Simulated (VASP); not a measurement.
# SrAlO: single point with PBE

The system is SrAlO.

```xyz
6
Lattice="3.5938 0.0000 0.0000 0.0000 3.5938 0.0000 0.0000 0.0000 10.3334" Properties=species:S:1:pos:R:3 pbc="T T T"
Sr    1.7969    0.0000    6.9099
Sr    0.0000    1.7969    3.4235
Al    1.7969    0.0000    0.8264
Al    0.0000    1.7969    9.5070
O     1.7969    1.7969    0.0000
O     0.0000    0.0000    0.0000
```

The cell was built from a structure type or drawn by symmetry, and may not be a known phase.

```json
{
  "Program": "VASP 6.6.1",
  "Task": "single point",
  "Functional": "PBE",
  "Potentials or basis": "VASP PAW PBE potentials, release 64 (Sr_sv, Al, O)",
  "Cutoff": "520 eV",
  "k mesh": "10 × 10 × 4",
  "Occupations": "gaussian, width 0.1 eV",
  "Spin": "no spin polarisation",
  "Dipole correction": "no",
  "Further INCAR settings": "ALGO = Normal; EDIFF = 1e-06; NBANDS = 28"
}
```

```
Pressure               : 0.0 GPa
Band gap on the k mesh : zero (bands 19 and 20 overlap by 1.47 eV)
```

Levels at points of the mesh, in eV from the Fermi level:
| k point | band 16 | band 17 | band 18 | band 19 | band 20 | band 21 | band 22 | band 23 |
| --- | --- | --- | --- | --- | --- | --- | --- | --- |
| (0.00, 0.00, 0.00) | -4.39 | -4.26 | -2.39 | -1.58 | 0.79 | 0.94 | 1.23 | 1.35 |
| (0.50, 0.00, 0.00) | -6.53 | -1.44 | -1.44 | -0.63 | -0.63 | 0.91 | 0.91 | 2.16 |
| (0.50, 0.50, 0.00) | -3.82 | -1.55 | -1.55 | 0.43 | 0.43 | 1.16 | 1.16 | 1.99 |
| (0.00, 0.00, 0.50) | -4.39 | -3.87 | -3.29 | -0.34 | -0.25 | 0.83 | 1.18 | 1.86 |
| (0.50, 0.00, 0.50) | -6.53 | -1.50 | -1.50 | -0.55 | -0.55 | 0.94 | 0.94 | 2.14 |
| (0.50, 0.50, 0.50) | -3.82 | -1.59 | -1.59 | 0.84 | 0.84 | 1.03 | 1.03 | 1.60 |

Run time: 5.4 min on 1 thread of Intel Xeon 8259CL, on a shared host, peak memory 0.38 GiB.
